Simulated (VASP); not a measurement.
A run of VASP 6.6.1:

The input INCAR:

```
ALGO = Normal ; EDIFF = 1E-6
ENCUT = 520 ; GGA = PS
ISIF = 2 ; ISMEAR = -1
LASPH = T ; LCHARG = F
LREAL = F ; LWAVE = F
NBANDS = 26 ; NELM = 100
PREC = Accurate ; SIGMA = 0.03
```

Contents of KPOINTS:

```
k-points
0
Gamma
  8 8 8
```

The input POSCAR:

```
GaFe3
1.0
    0.0000000000      2.7498149282      2.7498149282
    2.7498149282      0.0000000000      2.7498149282
    2.7498149282      2.7498149282      0.0000000000
Ga Fe
1 3
Direct
    0.0000000000      0.0000000000      0.0000000000
    0.5000000000      0.5000000000      0.5000000000
    0.7500000000      0.7500000000      0.7500000000
    0.2500000000      0.2500000000      0.2500000000
```

Potentials or basis: VASP PAW PBE potentials, release 64 (Ga_d, Fe).

Run with:

```sh
$ cat potpaw_PBE.64/Ga_d/POTCAR potpaw_PBE.64/Fe/POTCAR > POTCAR
$ mpirun -np 1 vasp_std > vasp.out
```

Hardware: 1 thread of Intel(R) Xeon(R) Platinum 8259CL CPU @ 2.50GHz (Skylake/Cascade Lake), with other jobs on the host.

How long does it take, and how much memory?

Wall time 40 s on 1 thread of Intel(R) Xeon(R) Platinum 8259CL CPU @ 2.50GHz (Skylake/Cascade Lake) (shared host), peak memory 0.18 GiB. Counts: scf iterations 15, k points 29.
